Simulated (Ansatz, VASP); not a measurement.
Two plane-wave programs on Sc3B2P

```xyz
6
Lattice="6.2492 0.0000 0.0000 -3.1246 5.4119 0.0000 0.0000 0.0000 3.1511" Properties=species:S:1:pos:R:3 pbc="T T T"
Sc    3.1246    0.0000    1.5755
Sc    1.5623    2.7060    1.5755
Sc   -1.5623    2.7060    1.5755
B     3.1246    1.8040    0.0000
B     0.0000    3.6080    0.0000
P     0.0000    0.0000    0.0000
```

Change from the starting cell: species swapped into the PrAl3Ni2 type (P6/mmm, No. 191).

Alike in both runs: functional PBE; k mesh 6 × 6 × 4; occupations gaussian, width 0.1 eV; no spin polarisation.

Ansatz relaxed the structure, and its values are those at the end. VASP's run is a single point on that final structure, the one shown.

```csv
,VASP,Ansatz
version,VASP 6.6.1,Ansatz 0.2.0
potentials or method,"VASP PAW PBE potentials, release 64 (Sc_sv, B, P), cutoff 520 eV","scalar-relativistic, plane waves, PAW"
valence electrons in the cell,44,44
```

Ansatz gave:

| Property | Result |
| --- | --- |
| gap on the k mesh at the Fermi level (eV) | none |
| pressure (GPa) | 0.0 |

Question: Which values does VASP return?

Answer: gap on the k mesh at the Fermi level (eV): none; pressure (GPa): 0.2.

A gap of «none» marks a metal or a gap that the smearing closes.

The k mesh is coarse, so the values compare programs but aren't converged.
